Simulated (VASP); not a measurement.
A run of VASP 6.6.1:

File INCAR:

```
ALGO = Normal ; EDIFF = 1E-7
ENCUT = 520 ; GGA = RP
ISIF = 2 ; ISMEAR = -1
LASPH = T ; LCHARG = F
LREAL = F ; LWAVE = F
NBANDS = 7 ; NELM = 80
PREC = Accurate ; SIGMA = 0.1
```

KPOINTS

```
k-points
0
Gamma
  20 20 20
```

The input POSCAR:

```
Be
1.0
   -1.2945635660      1.2945635660      1.2945635660
    1.2945635660     -1.2945635660      1.2945635660
    1.2945635660      1.2945635660     -1.2945635660
Be
1
Direct
    0.0000000000      0.0000000000      0.0000000000
```

Potentials or basis: VASP PAW PBE potentials, release 64 (Be).

The run is started by

```sh
$ cat potpaw_PBE.64/Be/POTCAR > POTCAR
$ mpirun -np 1 vasp_std > vasp.out
```

Hardware: 1 thread of Intel(R) Xeon(R) 6975P-C (Granite Rapids), with other jobs on the host.

Q: How long does it take, and how much memory?

A: It took 5 s on 1 thread of Intel(R) Xeon(R) 6975P-C (Granite Rapids) (shared host), peak memory 0.12 GiB. Counts: scf iterations 10, k points 256.
